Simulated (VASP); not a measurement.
Here is a VASP 6.6.1 calculation.

File INCAR:

```
SYSTEM = V
ALGO = Normal ; EDIFF = 1E-6
ENCUT = 520 ; GGA = PS
ISIF = 2 ; ISMEAR = -1
ISPIN = 2 ; LASPH = .TRUE.
LCHARG = .FALSE. ; LMAXMIX = 4
LORBIT = 11 ; LREAL = .FALSE.
LWAVE = .FALSE. ; MAGMOM = 1.5
NBANDS = 16 ; NELM = 150
PREC = Accurate ; SIGMA = 0.03
```

File KPOINTS:

```
k-points
0
G
  19 19 19
  0 0 0
```

POSCAR

```
V
1.0
   -1.5180266150      1.5180266150      1.5180266150
    1.5180266150     -1.5180266150      1.5180266150
    1.5180266150      1.5180266150     -1.5180266150
V
1
Direct
    0.0000000000      0.0000000000      0.0000000000
```

Potentials or basis: VASP PAW PBE potentials, release 64 (V_sv).

The run is started by

```bash
$ cat potpaw_PBE.64/V_sv/POTCAR > POTCAR
$ mpirun -np 1 vasp_std > vasp.out
```

Problem. Estimate the net moment.

Solution. 0.00 μB per cell.

Problem. What does it give for the pressure?

Solution. -13.1 GPa.

Caveat: the PAW data sets were made with another functional, which shifts forces and pressure a little.
